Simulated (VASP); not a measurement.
Set up this calculation in VASP 6.6.1, as the native input.

* Task: single point
* Functional: PBE
* Potentials or basis: VASP PAW PBE potentials, release 64 (O, Re, Sn_d)
* Cutoff: 600 eV
* k mesh: 5 × 5 × 5
* Occupations: methfessel-paxton, width 0.1429 eV
* Spin: non-collinear spin, zero start, spin-orbit coupling
* Starting moments: [[0.0, 0.0, 0.0], [0.0, 0.0, 0.0], [0.0, 0.0, 0.0], [0.0, 0.0, 0.0], [0.0, 0.0, 0.0], [0.0, 0.0, 0.0], [0.0, 0.0, 0.0]] μB
* Dipole correction: no
* Further INCAR settings: ALGO = Normal; EDIFF = 1e-06; NBANDS = 69

The structure of Re2SnO4 lies in POSCAR:

```
Re2SnO4
1.0
    0.0000000000      3.7482737517      0.0000000000
    3.7482737517      0.0000000000      0.0000000000
    1.8741368759      1.8741368759     -7.4715168624
O Re Sn
4 2 1
Direct
    0.1552900113      0.1552900113      0.6894199775
    0.8447099887      0.8447099887      0.3105800225
    0.0000000000      0.5000000000      0.0000000000
    0.5000000000      0.0000000000      0.0000000000
    0.2801566408      0.2801566408      0.4396867184
    0.7198433592      0.7198433592      0.5603132816
    0.0000000000      0.0000000000      0.0000000000
```

The input as run:

INCAR

```
  PREC = Accurate
  ENCUT = 600
  EDIFF = 1E-6
  ISMEAR = 1
  SIGMA = 0.1429
  LREAL = F
  LASPH = T
  NELM = 200
  ALGO = Normal
  ISIF = 2
  LWAVE = F
  LCHARG = F
  MAGMOM = 0 0 0 0 0 0 0 0 0 0 0 0 0 0 0 0 0 0 0 0 0
  LORBIT = 11
  LSORBIT = T
  GGA_COMPAT = F
  LORBMOM = T
  LMAXMIX = 4
  GGA = PE
  NBANDS = 69
```

KPOINTS

```
Automatic mesh
0
Gamma
  5 5 5
```

Potentials or basis: VASP PAW PBE potentials, release 64 (O, Re, Sn_d).

Command:

```sh
$ cat potpaw_PBE.64/O/POTCAR potpaw_PBE.64/Re/POTCAR potpaw_PBE.64/Sn_d/POTCAR > POTCAR
$ mpirun -np 1 vasp_ncl > vasp.out
```

It gave:

```json
{
  "Pressure": "0.7 GPa",
  "Largest force": "0.353 eV/Å",
  "Net moment": "0.00 μB per cell",
  "Valence electrons inside the program's atomic spheres": "O 4.92, 5.11 (each value once); Re 5.56; Sn 12.72"
}
```

It took 20 min on 1 thread of Intel Xeon 8259CL (shared host), peak memory 0.61 GiB.
